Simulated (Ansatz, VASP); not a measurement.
## Al5BAs6 in VASP and in Ansatz

```
Al B As
1.0
     6.53218    0.00000    0.00000
    -3.26609    5.65704    0.00000
     0.00000    0.00000    6.19810
Al B As
5 1 6
Direct
  0.66667 0.33333 0.00068
  0.33333 0.66667 0.00068
  0.00000 0.33333 0.50068
  0.66667 0.66667 0.50068
  0.33333 0.00000 0.50068
  0.00000 0.00000 0.00068
  0.66667 0.33333 0.37532
  0.33333 0.66667 0.37532
  0.00000 0.00000 0.37532
  0.00000 0.33333 0.87532
  0.66667 0.66667 0.87532
  0.33333 0.00000 0.87532
```

Alike in both runs: task single point; functional PBE; k mesh 3 × 3 × 4; occupations gaussian, width 0.1 eV; no spin polarisation.

|  | VASP | Ansatz |
| --- | --- | --- |
| version | VASP 6.6.1 | Ansatz 0.2.0 |
| potentials or method | VASP PAW PBE potentials, release 64 (Al, B, As), cutoff 520 eV | scalar-relativistic, plane waves, PAW |
| valence electrons in the cell | 48 | 108 |

```tsv
	VASP	Ansatz	Ansatz less VASP
gap on the k mesh at the Fermi level (eV)	0.90	0.91	+0.011
least direct gap on the mesh (eV)	1.75	1.77	+0.018
pressure (GPa)	15.2	14.8	-0.35
traceless stress, the component that is largest in VASP (GPa)	0.22	0.22	-0.004
rms of the force components (eV/Å)	0.976	0.972	-0.0040
```

Atom by atom the forces differ by 0.004 eV/Å (rms over components). The functional is the same, so the differences come from potentials, cutoffs and numerics. VASP's potentials hold 48 valence electrons a cell and Ansatz's 108, so a difference there can come from the potentials and not from the codes.
